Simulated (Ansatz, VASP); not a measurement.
Two plane-wave programs on Ca2ZrTiO6

Contents of INCAR:

```
PREC = Accurate
ENCUT = 520
EDIFF = 1E-6
ISMEAR = 0
SIGMA = 0.01
LREAL = F
LASPH = T
NELM = 100
ALGO = Normal
ISIF = 2
LWAVE = F
LCHARG = F
GGA = PE
NBANDS = 51
```

Contents of KPOINTS:

```
regular mesh
0
Gamma
  4 4 4
```

POSCAR

```
Ca2ZrTiO6
1.0
    0.0000000000      4.0236930000      4.0236930000
    4.0236930000      0.0000000000      4.0236930000
    4.0236930000      4.0236930000      0.0000000000
Ca Zr Ti O
2 1 1 6
Direct
    0.2500000000      0.2500000000      0.2500000000
    0.7500000000      0.7500000000      0.7500000000
    0.5000000000      0.5000000000      0.5000000000
    0.0000000000      0.0000000000      0.0000000000
    0.7578830000      0.2421170000      0.2421170000
    0.2421170000      0.7578830000      0.7578830000
    0.2421170000      0.7578830000      0.2421170000
    0.7578830000      0.2421170000      0.7578830000
    0.2421170000      0.2421170000      0.7578830000
    0.7578830000      0.7578830000      0.2421170000
```

Input for Ansatz:

```yaml
crystal:
  lattice:
    - [0.0, 4.023693, 4.023693]
    - [4.023693, 0.0, 4.023693]
    - [4.023693, 4.023693, 0.0]
  atoms:
    - { symbol: Ca, position: [0.25, 0.25, 0.25] }
    - { symbol: Ca, position: [0.75, 0.75, 0.75] }
    - { symbol: Zr, position: [0.5, 0.5, 0.5] }
    - { symbol: Ti, position: [0.0, 0.0, 0.0] }
    - { symbol: O, position: [0.757883, 0.242117, 0.242117] }
    - { symbol: O, position: [0.242117, 0.757883, 0.757883] }
    - { symbol: O, position: [0.242117, 0.757883, 0.242117] }
    - { symbol: O, position: [0.757883, 0.242117, 0.757883] }
    - { symbol: O, position: [0.242117, 0.242117, 0.757883] }
    - { symbol: O, position: [0.757883, 0.757883, 0.242117] }
kpoints:
  mp_grid:
    grid: [4, 4, 4]
hamiltonian:
  xc: pbe
scf:
  n_extra_bands: 26
  occupations:
    method: fixed
output:
  dos:
    de: 0.1
    projected: true
```

Alike in both runs: task single point; functional PBE; k mesh 4 × 4 × 4; no spin polarisation.

|  | VASP | Ansatz |
| --- | --- | --- |
| version | VASP 6.6.1 | Ansatz 0.2.0 |
| potentials or method | VASP PAW PBE potentials, release 64 (Ca_sv, Zr_sv, Ti_sv, O) | plane waves, PAW |
| plane-wave cutoff (eV) | 520 | 420 |
| occupations | gaussian, width 0.01 eV | fixed |
| valence electrons in the cell | 80 | 80 |

VASP gave:

- gap on the k mesh at the Fermi level (eV): 2.43

Task: Which values does Ansatz return?

Result: gap on the k mesh at the Fermi level (eV): 2.45.
